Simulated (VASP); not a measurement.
A run of VASP 6.6.1:

INCAR

```
SYSTEM = Zn16HS15
PREC = Accurate
ENCUT = 400
EDIFF = 1E-6
ISMEAR = -1
SIGMA = 0.01
LREAL = Auto
LASPH = .TRUE.
NELM = 120
ALGO = Normal
ISIF = 2
LWAVE = .FALSE.
LCHARG = .TRUE.
GGA = PE
LELF = .TRUE.
LVHAR = .TRUE.
NBANDS = 164
GGA_COMPAT = .FALSE.
```

The input KPOINTS:

```
Automatic mesh
0
Gamma
  1 1 1
  0.25 0.25 0.25
```

Contents of POSCAR:

```
Zn16HS15
1.0
   -5.4436607473      5.4436607473     -5.4436607473
    5.4436607473      5.4436607473      5.4436607473
    5.4436607473     -5.4436607473     -5.4436607473
Zn S H
16 15 1
Direct
   -0.0022572168     -0.0008219731     -0.0054031565
    0.0155131682      0.2655695938      0.7621344382
   -0.0094198040      0.5020755177      0.5001942547
    0.0079636762      0.7527778451      0.2521711310
    0.2556690487      0.0005645748      0.7478507709
    0.2517125308      0.2396648754      0.5002643448
    0.2544635888      0.5044155372      0.2798461294
    0.2551520331      0.7535469288      0.0058856299
    0.5325277883     -0.0028569717      0.5001356600
    0.5029601086      0.2579114505      0.2521359134
    0.5032280127      0.5048048537      0.0054765975
    0.4750417295      0.7248876715      0.7202427746
    0.7532584717      0.0033732792      0.2381055518
    0.7492663698      0.2477019947     -0.0057190248
    0.7507209597      0.5056626543      0.7478783693
    0.7485548857      0.7814926866      0.5000365873
    0.0105661460      0.0113877370      0.7535132132
    0.0027287760      0.2528021105      0.5000160885
   -0.0053443674      0.4976616006      0.2499003027
    0.0027416642      0.7526173494      0.0000253419
    0.2684278201     -0.0068544907      0.5000412312
    0.2478768443      0.2446517267      0.2501797250
    0.2627792214      0.5128423759      0.0265440746
    0.2449914425      0.7478696102      0.7502505334
    0.5081326987      0.0073180230      0.2468360608
    0.5027145210      0.2526471715     -0.0000169909
    0.4978166681      0.4947014655      0.7499478147
    0.7366292625     -0.0133174484     -0.0258264521
    0.7614695116      0.2605254898      0.7533787162
    0.7437439222      0.5177909796      0.5000211572
    0.7572092306      0.7579431646      0.2466375213
    0.4087170768      0.6587891177      0.4998783961
```

Potentials or basis: VASP PAW PBE potentials, release 64 (Zn, S, H).

Launch:

```console
$ cat potpaw_PBE.64/Zn/POTCAR potpaw_PBE.64/S/POTCAR potpaw_PBE.64/H/POTCAR > POTCAR
$ mpirun -np 1 vasp_std > vasp.out
```

Hardware: 1 thread of Intel(R) Xeon(R) Platinum 8259CL CPU @ 2.50GHz (Skylake/Cascade Lake), on a shared host.

**Question.** How long does it take, and how much memory?

**Answer.** Run time: 4 min on 1 thread of Intel(R) Xeon(R) Platinum 8259CL CPU @ 2.50GHz (Skylake/Cascade Lake) (shared host), peak memory 0.58 GiB. Counts: scf iterations 18, k points 1.
